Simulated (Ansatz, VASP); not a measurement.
# One calculation of Ti, two programs

```
Ti
1.0
     0.00000    2.08721    1.92024
     2.08721    0.00000    1.92024
     2.08721    2.08721    0.00000
Ti
1
Direct
  0.00000 0.00000 0.00000
```

Alike in both runs: task single point; functional PBEsol; k mesh 22 × 22 × 22; occupations gaussian, width 0.15 eV; no spin polarisation.

|  | VASP | Ansatz |
| --- | --- | --- |
| version | VASP 6.6.1 | Ansatz 0.2.0 |
| potentials or method | VASP PAW PBE potentials, release 64 (Ti_sv), cutoff 520 eV | scalar-relativistic, plane waves, PAW |
| valence electrons in the cell | 12 | 12 |

Ansatz gave:

| Item | Value |
| --- | --- |
| gap on the k mesh at the Fermi level (eV) | none |
| pressure (GPa) | -0.3 |
| traceless stress, the component that is largest in VASP (GPa) | 1.70 |

Question: Estimate VASP's values.

Answer: gap on the k mesh at the Fermi level (eV): none; pressure (GPa): -0.6; traceless stress, the component that is largest in VASP (GPa): 1.71.

VASP's potentials were made for PBE, not for PBEsol. A gap of «none» marks a metal or a gap that the smearing closes. With one functional, cell and mesh, what is left measures potentials, basis and numerics.
